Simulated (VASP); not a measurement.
# P5N2 (P2/m) in VASP: a series of runs

Runs on P5N2. Level: PBE. Tasks: single point, relaxation of cell and atoms.

All numbers are computed with VASP 6.6.1; they aren't measurements. Logs are shortened: lines on timing, memory, paths and dates and some standing lists are left out, and cuts for length are marked.

### Step 1. The cell of the first run

Symmetry: P2/m, No. 10, monoclinic system. Conventional cell: a = 3.955 Å, b = 1.769 Å, c = 5.670 Å, α = 90.00°, β = 98.91°, γ = 90.00°. P (site symmetry m) has 5 P at 1.76 to 1.79 Å and 1 N at 1.77 Å within 2.3 Å. P (site symmetry m) has 1 N at 1.76 Å and 5 P at 1.77 to 1.79 Å within 2.3 Å. P (site symmetry 2/m) has 2 N at 1.76 Å and 4 P at 1.77 to 1.79 Å within 2.3 Å. Within 2.3 Å of N (site symmetry m) lie 3 P at 1.76 to 1.77 Å and 3 N at 1.77 to 1.85 Å.

### Step 2. Single point, PBE

Contents of INCAR:

```
SYSTEM = P5N2
PREC = Accurate
ENCUT = 520
EDIFF = 1E-6
ISMEAR = 0
SIGMA = 0.1
LREAL = .False.
LASPH = .True.
NELM = 80
ALGO = Normal
ISIF = 2
LWAVE = .False.
LCHARG = .False.
GGA = PE
NBANDS = 26
```

Contents of KPOINTS:

```
regular mesh
0
Gamma
  4 10 4
  0 0 0
```

Contents of POSCAR:

```
P5N2
1.0
    3.9554741100      0.0000000000      0.0000000000
    0.0000000000      1.7694503100      0.0000000000
   -0.8778269700      0.0000000000      5.6020862900
P N
5 2
Direct
    0.2141710100      0.0000000000      0.5706959800
    0.7858289900      0.0000000000      0.4293040200
    0.6431190200      0.0000000000      0.7146679600
    0.3568809800      0.0000000000      0.2853320400
    0.5000000000      0.0000000000      0.0000000000
    0.0734870000      0.0000000000      0.8524150100
    0.9265130000      0.0000000000      0.1475849900
```

Potentials or basis: VASP PAW PBE potentials, release 64 (P, N).

The run is started by

```console
$ cat potpaw_PBE.64/P/POTCAR potpaw_PBE.64/N/POTCAR > POTCAR
$ mpirun -np 1 vasp_std > vasp.out
```

OUTCAR:

```text
SYSTEM = P5N2
   PREC = Accurate
   ENCUT = 520
   EDIFF = 1E-6
   ISMEAR = 0
   LREAL = .False.
   LASPH = .True.
   NELM = 80
   ISIF = 2
   GGA = PE

 ion  position               nearest neighbor table
   1  0.214  0.000  0.571-   2 1.76   3 1.77   6 1.77   4 1.79   2 2.49   2 2.49   3 2.50   3 2.50
                             2 2.51   3 2.52   4 2.52   4 2.52   5 2.52
   2  0.786  0.000  0.429-   1 1.76   4 1.77   7 1.77   3 1.79   1 2.49   1 2.49   4 2.50   4 2.50
                             1 2.51   4 2.52   3 2.52   3 2.52   5 2.52
   3  0.643  0.000  0.715-   6 1.76   1 1.77   2 1.79   5 1.79   1 2.50   1 2.50   1 2.52   2 2.52
                             2 2.52   5 2.52   5 2.52   4 2.52
   4  0.357  0.000  0.285-   7 1.76   2 1.77   1 1.79   5 1.79   2 2.50   2 2.50   2 2.52   1 2.52
                             1 2.52   5 2.52   5 2.52   3 2.52
   5  0.500  0.000  0.000-   6 1.76   7 1.76   3 1.79   4 1.79   1 2.52   2 2.52   3 2.52   4 2.52
                             3 2.52   4 2.52
   6  0.073  0.000  0.852-   3 1.76   5 1.76   1 1.77
   7  0.927  0.000  0.148-   4 1.76   5 1.76   2 1.77

  LATTYP: Found a simple monoclinic cell.
 ALAT       =     3.9554741100
 B/A-ratio  =     0.4473421544
 C/A-ratio  =     1.4335690839
 COS(beta)  =    -0.1548074108

  Lattice vectors:

 A1 = (   3.9554741100,   0.0000000000,   0.0000000000)
 A2 = (   0.0000000000,   1.7694503100,   0.0000000000)
 A3 = (  -0.8778269700,   0.0000000000,   5.6020862900)

Analysis of symmetry for initial positions (statically):
=====================================================================
 Subroutine PRICEL returns:
 Original cell was already a primitive cell.

 Routine SETGRP: Setting up the symmetry group for a
 simple monoclinic supercell.

 Subroutine GETGRP returns: Found  4 space group operations
 (whereof  4 operations were pure point group operations)
 out of a pool of  4 trial point group operations.

The static configuration has the point symmetry C_2h.

Analysis of symmetry for dynamics (positions and initial velocities):
=====================================================================
 Subroutine PRICEL returns:
 Original cell was already a primitive cell.

 Routine SETGRP: Setting up the symmetry group for a
 simple monoclinic supercell.

 Subroutine GETGRP returns: Found  4 space group operations
 (whereof  4 operations were pure point group operations)
 out of a pool of  4 trial point group operations.

The dynamic configuration has the point symmetry C_2h.

 Subroutine INISYM returns: Found  4 space group operations
 (whereof  4 operations are pure point group operations),
 and found     1 'primitive' translations
[... 112 lines left out ...]
   ISYM   =      2    0-nonsym 1-usesym 2-fastsym
   POTIM  = 0.5000    time-step for ionic-motion
   TEBEG  =    0.0;   TEEND  =   0.0 temperature during run
   PSTRESS=    0.0 pullay stress
   NELECT =      35.0000    total number of electrons
   NUPDOWN=      -1.0000    fix difference up-down
   EMIN   =  10.00;   EMAX   =-10.00  energy-range for DOS
   EFERMI =   0.00;   METHOD = LEGACY
   ISMEAR =     0;   SIGMA  =   0.10  broadening in eV -4-tet -1-fermi 0-gaus
   EFERMI_NEDOS =   21; number of points for ismear=-14 and -15
   IALGO  =     38    algorithm
   IMIX   =      4    mixing-type and parameters
     AMIX     =   0.40;   BMIX     =  1.00
     AMIX_MAG =   1.60;   BMIX_MAG =  1.00
  volume/ion in A,a.u.               =       5.60        37.80
  Fermi-wavevector in a.u.,A,eV,Ry     =   1.576287  2.978750 33.806130  2.484680
  Thomas-Fermi vector in A             =   2.677143
   LORBIT       =      0    0 simple, 1 ext, 2 COOP (PROOUT), +10 PAW based schemes
   GGA     = PE    functional components
   LHFCALC =     F    Hartree Fock is set to
   AEXX    =    0.0000 exact exchange contribution
   IVDW    =     0    specifies the selected vdW correction
   LEPSILON=     F    determine dielectric tensor
   LRPA    =     F    only Hartree local field effects (RPA)
 non-spin polarized calculation
 Gauss-broadening in eV      SIGMA  =   0.10
  energy-cutoff  :      520.00
  volume of cell :       39.21
 maximum number of plane-waves:      1074
 NGX is ok and might be reduce to    30
   NGX = 15   NGY =  7   NGZ = 21

 number of electron      35.0000000 magnetization

 Free energy of the ion-electron system (eV)
  ---------------------------------------------------
  ext. energy  EPLUGINS =         0.00000000
  ---------------------------------------------------
  free energy    TOTEN  =         3.97634310 eV

  energy without entropy =        3.98398405  energy(sigma->0) =        3.98016358

 E-fermi :  23.4031     XC(G=0): -15.4296

 val. band max:       23.3910128607   @ k =   0.5000   0.2000   0.0000
 cond. band min:      23.4081077632   @ k =   0.0000   0.2000   0.2500
 fundamental gap:      0.0170949025
 Fermi energy:        23.4030557431

 k-point     1 :       0.0000    0.0000    0.0000
  band No.  band energies     occupation
      1      -4.7100      2.00000
      2      -0.7976      2.00000
      3      -0.1933      2.00000
      4       3.4753      2.00000
      5       4.4678      2.00000
      6       5.4904      2.00000
[... 685 lines left out ...]
     25      34.8471      0.00000
     26      35.7578      0.00000

 [... further k-points ...]

------------------------ aborting loop because EDIFF is reached ----------------------------------------

  FORCE on cell =-STRESS in cart. coord.  units (eV):
  Direction    XX          YY          ZZ          XY          YZ          ZX
  --------------------------------------------------------------------------------------
  -------------------------------------------------------------------------------------
  Total      116.6420782    157.8242434    126.7673777      0.0000000      0.0000000     -6.9519679
  in kB     4766.2752559   6449.0773638   5180.0192951      0.0000000      0.0000000   -284.0740936
  external PRESSURE =    5465.1239716 kB  Pullay stress =       0.0000000 kB

 VOLUME and BASIS-vectors are now :
 -----------------------------------------------------------------------------
  energy-cutoff  :      520.00
  volume of cell :       39.21
      direct lattice vectors                 reciprocal lattice vectors
     3.955474110  0.000000000  0.000000000     0.252814194  0.000000000  0.039615084
     0.000000000  1.769450310  0.000000000     0.000000000  0.565147263  0.000000000
    -0.877826970  0.000000000  5.602086290     0.000000000  0.000000000  0.178504926

 POSITION                                       TOTAL-FORCE (eV/Angst)
 -----------------------------------------------------------------------------------
      0.34618      0.00000      3.19709        -3.906073     -0.000000      9.826490
      2.73147      0.00000      2.40500         3.906073     -0.000000     -9.826490
      1.91649      0.00000      4.00363        10.750433     -0.000000      5.191079
      1.16116      0.00000      1.59845       -10.750433      0.000000     -5.191079
      1.97774      0.00000      0.00000        -0.000000     -0.000000      0.000000
     -0.45760      0.00000      4.77530         1.440740      0.000000     -1.303592
      3.53524      0.00000      0.82678        -1.440740     -0.000000      1.303592
 -----------------------------------------------------------------------------------
    total drift:                                0.000000     -0.000000      0.000000

  FREE ENERGIE OF THE ION-ELECTRON SYSTEM (eV)
  ---------------------------------------------------
  free  energy   TOTEN  =         3.9763431050 eV

  energy  without entropy=        3.9839840484  energy(sigma->0) =        3.98016358
```

OSZICAR:

```text
N       E                     dE             d eps       ncg     rms          rms(c)
DAV:   1     0.181680310534E+03    0.18168E+03   -0.18521E+04  3120   0.131E+03
DAV:   2     0.873328133778E+01   -0.17295E+03   -0.16334E+03  3916   0.270E+02
DAV:   3     0.683721645473E+00   -0.80496E+01   -0.78260E+01  3984   0.541E+01
DAV:   4     0.593957422229E+00   -0.89764E-01   -0.89436E-01  3804   0.563E+00
DAV:   5     0.592912705630E+00   -0.10447E-02   -0.10435E-02  3944   0.529E-01    0.486E+01
DAV:   6     0.296371895994E+01    0.23708E+01   -0.10637E+01  3832   0.224E+01    0.299E+01
DAV:   7     0.320457061420E+01    0.24085E+00   -0.87854E+00  3972   0.219E+01    0.154E+01
DAV:   8     0.395420425753E+01    0.74963E+00   -0.33354E+00  3768   0.130E+01    0.216E+00
DAV:   9     0.396579554154E+01    0.11591E-01   -0.32879E-01  3664   0.380E+00    0.151E+00
DAV:  10     0.397566435482E+01    0.98688E-02   -0.22826E-02  3620   0.947E-01    0.925E-01
DAV:  11     0.397615762806E+01    0.49327E-03   -0.29836E-03  3820   0.363E-01    0.501E-01
DAV:  12     0.397626562515E+01    0.10800E-03   -0.23946E-04  3774   0.103E-01    0.389E-01
DAV:  13     0.397631538042E+01    0.49755E-04   -0.36810E-05  3854   0.356E-02    0.229E-01
DAV:  14     0.397634382535E+01    0.28445E-04   -0.58286E-05  3626   0.469E-02    0.384E-02
DAV:  15     0.397634310495E+01   -0.72040E-06   -0.71919E-06  3700   0.178E-02
   1 F= 0.39763431E+01 E0= 0.39801636E+01  d E =-.764094E-02
```

stdout:

```text
POSCAR found type information on POSCAR P N
 POSCAR found :  2 types and       7 ions
 scaLAPACK will be used
 LDA part: xc-table for (Slater+PW92), standard interpolation
 POSCAR, INCAR and KPOINTS ok, starting setup
 FFT: planning ... GRIDC
 FFT: planning ... GRID_SOFT
 FFT: planning ... GRID
 WAVECAR not read
 entering main loop
```

Wall time 30 s (1 thread of AMD EPYC 9R45 (Zen 5), shared host); peak memory 0.14 GiB.

Results:

```
Free energy   : 3.9763 eV
Pressure      : 546.5 GPa
Largest force : 11.938 eV/Å
```

Forces on the atoms (eV/Å):
```
P    -3.906   0.000   9.826
P     3.906   0.000  -9.826
P    10.750   0.000   5.191
P   -10.750   0.000  -5.191
P     0.000   0.000   0.000
N     1.441   0.000  -1.304
N    -1.441   0.000   1.304
```

Caveat: the k points lie up to 0.40 Å⁻¹ apart; forces of over 1 eV/Å act on the atoms, so gaps and moduli don't describe the material at rest.

### Step 3. Single point, PBE

This run uses another cell than the first one, of 12.82 Å³/atom, 2.289 times its volume.

Contents of INCAR:

```
SYSTEM = P5N2
ALGO = Normal
EDIFF = 1E-7
ENCUT = 520
GGA = PE
ISIF = 2
ISMEAR = 0
LASPH = .TRUE.
LCHARG = .FALSE.
LREAL = .FALSE.
LWAVE = .FALSE.
NBANDS = 26
NELM = 60
PREC = Accurate
SIGMA = 0.1
```

Contents of KPOINTS:

```
k-points
0
G
  4 10 4
  0 0 0
```

Contents of POSCAR:

```
P5N2
1.0
    4.7114530875      0.0000000000     -0.3320252981
    0.0000000000      2.5914548318      0.0000000000
   -1.5158422964      0.0000000000      7.4592027843
P N
5 2
Direct
    0.2379883373      0.0000000000      0.5896612660
    0.7620116627      0.0000000000      0.4103387340
    0.7805564178      0.0000000000      0.7718473446
    0.2194435822      0.0000000000      0.2281526554
    0.5000000000      0.0000000000      0.0000000000
    0.1554804578      0.0000000000      0.7954454125
    0.8445195422      0.0000000000      0.2045545875
```

Potentials or basis: VASP PAW PBE potentials, release 64 (P, N).

The run is started by

```console
$ cat potpaw_PBE.64/P/POTCAR potpaw_PBE.64/N/POTCAR > POTCAR
$ mpirun -np 1 vasp_std > vasp.out
```

OUTCAR:

```text
SYSTEM = P5N2
   EDIFF = 1E-7
   ENCUT = 520
   GGA = PE
   ISIF = 2
   ISMEAR = 0
   LASPH = .TRUE.
   LREAL = .FALSE.
   NELM = 60
   PREC = Accurate

 ion  position               nearest neighbor table
   1  0.238  0.000  0.590-   6 1.71   2 2.30   3 2.57   4 2.73   3 2.86
   2  0.762  0.000  0.410-   7 1.71   1 2.30   4 2.57   3 2.73   4 2.86
   3  0.781  0.000  0.772-   6 1.73   5 2.45   1 2.57   2 2.73   1 2.86
   4  0.219  0.000  0.228-   7 1.73   5 2.45   2 2.57   1 2.73   2 2.86
   5  0.500  0.000  0.000-   6 1.93   7 1.93   3 2.45   4 2.45
[... 910 lines left out ...]
  Total       -0.4617481      0.1052792     -0.1273395      0.0000000      0.0000000     -0.0551790
  in kB       -8.2411780      1.8790001     -2.2727280      0.0000000      0.0000000     -0.9848229
  external PRESSURE =      -2.8783020 kB  Pullay stress =       0.0000000 kB

 VOLUME and BASIS-vectors are now :
 -----------------------------------------------------------------------------
  energy-cutoff  :      520.00
  volume of cell :       89.77
      direct lattice vectors                 reciprocal lattice vectors
     4.711453087  0.000000000 -0.332025298     0.215332554  0.000000000  0.043759394
     0.000000000  2.591454832  0.000000000     0.000000000  0.385883631  0.000000000
    -1.515842296  0.000000000  7.459202784     0.009584919  0.000000000  0.136010410

 POSITION                                       TOTAL-FORCE (eV/Angst)
 -----------------------------------------------------------------------------------
      0.22744      0.00000      4.31938        -0.059701      0.000000      0.061280
      2.96817      0.00000      2.80779         0.059701     -0.000000     -0.061280
      2.50756      0.00000      5.49820         0.071221      0.000000      0.027452
      0.68805      0.00000      1.62898        -0.071221      0.000000     -0.027452
      2.35573      0.00000     -0.16601         0.000000      0.000000      0.000000
     -0.47323      0.00000      5.88177        -0.006395      0.000000     -0.046266
      3.66884      0.00000      1.24541         0.006395      0.000000      0.046266
 -----------------------------------------------------------------------------------
    total drift:                               -0.000000     -0.000000      0.000000

  FREE ENERGIE OF THE ION-ELECTRON SYSTEM (eV)
  ---------------------------------------------------
  free  energy   TOTEN  =       -40.9562451607 eV

  energy  without entropy=      -40.9464818867  energy(sigma->0) =      -40.95136352
```

stdout:

```text
POSCAR found type information on POSCAR P N
 POSCAR found :  2 types and       7 ions
 scaLAPACK will be used
 LDA part: xc-table for (Slater+PW92), standard interpolation
 POSCAR, INCAR and KPOINTS ok, starting setup
 FFT: planning ... GRIDC
 FFT: planning ... GRID_SOFT
 FFT: planning ... GRID
 WAVECAR not read
 entering main loop
```

Wall time 70 s (1 thread of AMD EPYC 9R45 (Zen 5), shared host); peak memory 0.23 GiB.

What came out:

```yaml
Free_energy: -40.9562 eV
Pressure: -0.3 GPa
Largest_force: 0.086 eV/Å
```

Forces on the atoms (eV/Å):
```
P   -0.060  0.000  0.061
P    0.060  0.000 -0.061
P    0.071  0.000  0.027
P   -0.071  0.000 -0.027
P    0.000  0.000  0.000
N   -0.006  0.000 -0.046
N    0.006  0.000  0.046
```

Stress tensor (GPa, compression positive):
```
-0.82  0.00 -0.10
 0.00  0.19  0.00
-0.10  0.00 -0.23
```

Levels at points of the mesh, in eV from the Fermi level:
| k point | band 15 | band 16 | band 17 | band 18 | band 19 | band 20 |
| --- | --- | --- | --- | --- | --- | --- |
| (0.00, 0.00, 0.00) | -1.07 | -0.64 | 2.15 | 2.81 | 3.14 | 4.67 |
| (0.50, 0.00, 0.00) | -1.12 | -0.76 | 0.88 | 1.19 | 3.57 | 3.66 |
| (0.00, 0.50, 0.00) | -3.31 | -2.85 | -2.43 | -2.14 | -1.99 | 0.34 |
| (0.50, 0.50, 0.00) | -3.48 | -2.92 | -2.62 | -1.88 | -0.16 | 0.14 |
| (0.00, 0.00, 0.50) | -1.26 | -1.19 | 0.90 | 2.11 | 3.56 | 3.76 |
| (0.50, 0.00, 0.50) | -1.06 | -0.82 | -0.34 | 1.42 | 2.67 | 3.23 |
| (0.00, 0.50, 0.50) | -3.58 | -3.17 | -2.58 | -1.69 | -1.22 | 1.10 |
| (0.50, 0.50, 0.50) | -3.80 | -2.31 | -1.42 | -1.01 | -0.35 | 0.43 |

(Part 1 of 2 ends here.)
